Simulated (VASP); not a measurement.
# Dy (P6_3/mmc) in VASP: single point with PBE

Aim: the single point of Dy with PBE.

Everything below comes from runs of VASP 6.6.1. Logs are shortened: lines on timing, memory, paths and dates and some standing lists are left out, and cuts for length are marked.

### 1 The cell of the first run

Symmetry: P6_3/mmc, No. 194, hexagonal system. The conventional cell has a = 3.639 Å, b = 3.639 Å, c = 5.867 Å, α = 90.00°, β = 90.00°, γ = 120.00°. Within 4.7 Å of Dy (site symmetry -6m2) lie 12 Dy at 3.61 to 3.64 Å.

### 2 Single point, PBE, collinear spin, ferromagnetic start

The input, INCAR:

```
SYSTEM = Dy
ALGO     = Normal         ! electronic algorithm
EDIFF    = 1E-7           ! SCF threshold, eV
ENCUT    = 520            ! plane-wave cutoff, eV
GGA      = PE             ! functional
ISIF     = 2              ! what is computed and relaxed
ISMEAR   = -1             ! smearing method
ISPIN    = 2              ! spin polarisation
LASPH    = .True.         ! aspherical terms in the spheres
LCHARG   = .True.         ! write CHGCAR
LELF     = .True.         ! ELF
LMAXMIX  = 6              ! l up to which the mixer works
LORBIT   = 11             ! projections on sites
LREAL    = .False.        ! projectors in reciprocal space
LVHAR    = .True.       
LWAVE    = .False.        ! write WAVECAR
MAGMOM   = 4.781 4.781    ! initial moments
NBANDS   = 31             ! bands
NELM     = 150            ! most SCF steps
PREC     = Accurate       ! precision mode
SIGMA    = 0.05           ! smearing width, eV
```

The input, KPOINTS:

```
k-points
0
Gamma
  13 13 7
  0 0 0
```

The input, POSCAR:

```
Dy
1.0
    3.6385976766      0.0000000000      0.0000000000
   -1.8192988383      3.1511180221      0.0000000000
    0.0000000000      0.0000000000      5.8670704110
Dy
2
Direct
    0.3333333333      0.6666666667      0.2500000000
    0.6666666667      0.3333333333      0.7500000000
```

Potentials or basis: VASP PAW PBE potentials, release 64 (Dy).

Started as:

```
$ cat potpaw_PBE.64/Dy/POTCAR > POTCAR
$ mpirun -np 1 vasp_std > vasp.out
```

OUTCAR:

```text
SYSTEM = Dy
   EDIFF = 1E-7
   ENCUT = 520
   GGA = PE
   ISIF = 2
   ISMEAR = -1
   ISPIN = 2
   LASPH = .True.
   LORBIT = 11
   LREAL = .False.
   NELM = 150
   PREC = Accurate

 ion  position               nearest neighbor table
   1  0.333  0.667  0.250-
   2  0.667  0.333  0.750-

  LATTYP: Found a hexagonal cell.
 ALAT       =     3.6385976766
 C/A-ratio  =     1.6124537342

  Lattice vectors:

 A1 = (   3.6385976766,   0.0000000000,   0.0000000000)
 A2 = (  -1.8192988383,   3.1511180221,   0.0000000000)
 A3 = (   0.0000000000,   0.0000000000,   5.8670704110)

Analysis of symmetry for initial positions (statically):
=====================================================================
 Subroutine PRICEL returns:
 Original cell was already a primitive cell.

 Routine SETGRP: Setting up the symmetry group for a
 hexagonal supercell.

 Subroutine GETGRP returns: Found 24 space group operations
 (whereof 12 operations were pure point group operations)
 out of a pool of 24 trial point group operations.

The static configuration has the point symmetry D_3d.
 The point group associated with its full space group is D_6h.

Analysis of symmetry for dynamics (positions and initial velocities):
=====================================================================
 Subroutine PRICEL returns:
 Original cell was already a primitive cell.

 Routine SETGRP: Setting up the symmetry group for a
 hexagonal supercell.

 Subroutine GETGRP returns: Found 24 space group operations
 (whereof 12 operations were pure point group operations)
 out of a pool of 24 trial point group operations.

The dynamic configuration has the point symmetry D_3d.
 The point group associated with its full space group is D_6h.

Analysis of structural, dynamic, and magnetic symmetry:
=====================================================================
 Subroutine PRICEL returns:
 Original cell was already a primitive cell.

 Routine SETGRP: Setting up the symmetry group for a
 hexagonal supercell.

 Subroutine GETGRP returns: Found 24 space group operations
[... 114 lines left out ...]
   PSTRESS=    0.0 pullay stress
   NELECT =      40.0000    total number of electrons
   NUPDOWN=      -1.0000    fix difference up-down
   EMIN   =  10.00;   EMAX   =-10.00  energy-range for DOS
   EFERMI =   0.00;   METHOD = LEGACY
   ISMEAR =    -1;   SIGMA  =   0.05  broadening in eV -4-tet -1-fermi 0-gaus
   EFERMI_NEDOS =   21; number of points for ismear=-14 and -15
   IALGO  =     38    algorithm
   IMIX   =      4    mixing-type and parameters
     AMIX     =   0.40;   BMIX     =  1.00
     AMIX_MAG =   1.60;   BMIX_MAG =  1.00
  volume/ion in A,a.u.               =      33.63       226.98
  Fermi-wavevector in a.u.,A,eV,Ry     =   1.376644  2.601479 25.785045  1.895147
  Thomas-Fermi vector in A             =   2.501869
   LORBIT       =     11    0 simple, 1 ext, 2 COOP (PROOUT), +10 PAW based schemes
   GGA     = PE    functional components
   LHFCALC =     F    Hartree Fock is set to
   AEXX    =    0.0000 exact exchange contribution
   IVDW    =     0    specifies the selected vdW correction
   LEPSILON=     F    determine dielectric tensor
   LRPA    =     F    only Hartree local field effects (RPA)
 spin polarized calculation
  energy-cutoff  :      520.00
  volume of cell :       67.27
 maximum number of plane-waves:      1828
 NGX is ok and might be reduce to    28
   NGX = 13   NGY = 13   NGZ = 21

 number of electron      40.0000013 magnetization      10.1165064

 number of electron      40.0000013 magnetization       9.7105701

 Free energy of the ion-electron system (eV)
  ---------------------------------------------------
  ext. energy  EPLUGINS =         0.00000000
  ---------------------------------------------------
  free energy    TOTEN  =       -15.78794486 eV

  energy without entropy =      -15.68055126  energy(sigma->0) =      -15.73424806

 E-fermi :   2.5043     XC(G=0):  -9.8557

 val. band max:        2.5042983779   @ k =   0.1538   0.0769   0.0000
 cond. band min:       2.5059252244   @ k =   0.3077   0.2308   0.1429
 fundamental gap:      0.0016268465
 Fermi energy:         2.5043412724

 spin component 1

 k-point     1 :       0.0000    0.0000    0.0000
  band No.  band energies     occupation
      1     -44.6672      1.00000
      2     -44.6219      1.00000
      3     -20.9025      1.00000
      4     -20.3231      1.00000
      5     -20.2393      1.00000
      6     -20.2393      1.00000
[... 805 lines left out ...]
     30       5.3524      0.00000
     31       5.6848      0.00000

 [... further k-points ...]

 spin component 2

 k-point     1 :       0.0000    0.0000    0.0000
  band No.  band energies     occupation
      1     -42.5736      1.00000
      2     -42.5204      1.00000
      3     -19.3911      1.00000
      4     -18.7354      1.00000
      5     -18.7354      1.00000
      6     -18.7219      1.00000
[... 805 lines left out ...]
     30       6.0143      0.00000
     31       6.3825      0.00000

 [... further k-points ...]
[... 5 lines left out ...]
  --------------------------------------------------------------------------------------
  -------------------------------------------------------------------------------------
  Total        0.0112177      0.0112177      0.0402085      0.0000000      0.0000000      0.0000000
  in kB        0.2671746      0.2671746      0.9576526      0.0000000      0.0000000      0.0000000
  external PRESSURE =       0.4973339 kB  Pullay stress =       0.0000000 kB

 VOLUME and BASIS-vectors are now :
 -----------------------------------------------------------------------------
  energy-cutoff  :      520.00
  volume of cell :       67.27
      direct lattice vectors                 reciprocal lattice vectors
     3.638597677  0.000000000  0.000000000     0.274831154  0.158673841  0.000000000
    -1.819298838  3.151118022  0.000000000     0.000000000  0.317347682  0.000000000
     0.000000000  0.000000000  5.867070411     0.000000000  0.000000000  0.170442816

 POSITION                                       TOTAL-FORCE (eV/Angst)
 -----------------------------------------------------------------------------------
     -0.00000      2.10075      1.46677        -0.000000     -0.000000      0.000000
      1.81930      1.05037      4.40030         0.000000      0.000000      0.000000
 -----------------------------------------------------------------------------------
    total drift:                               -0.000000      0.000000     -0.000000

  FREE ENERGIE OF THE ION-ELECTRON SYSTEM (eV)
  ---------------------------------------------------
  free  energy   TOTEN  =       -15.7879448602 eV

  energy  without entropy=      -15.6805512561  energy(sigma->0) =      -15.73424806

 total charge

# of ion       s       p       d       f       tot
--------------------------------------------------
    1        2.161   5.810   0.485   9.282  17.737
    2        2.161   5.810   0.485   9.282  17.737
--------------------------------------------------
tot          4.321  11.619   0.970  18.564  35.474

 magnetization (x)

# of ion       s       p       d       f       tot
--------------------------------------------------
    1        0.009  -0.043   0.094   4.567   4.627
    2        0.009  -0.043   0.094   4.567   4.627
--------------------------------------------------
tot          0.019  -0.086   0.188   9.134   9.255
```

Wall time 9.9 min (1 thread of AMD EPYC 9R45 (Zen 5), shared host); peak memory 0.38 GiB.

Results:

* Free energy: -15.7879 eV
* Pressure: 0.0 GPa
* Net moment: 9.71 μB per cell
* Site moments: Dy +4.63 μB
* Valence electrons inside the program's atomic spheres: Dy 17.74

Caveat: the magnetic or orbital state may not be the lowest; spin-orbit coupling is left out, which moves the levels of the heavy elements; semilocal functionals describe open f shells poorly, which spoils levels, moments and volumes. The state reached can hang on the start; a lower one may exist.
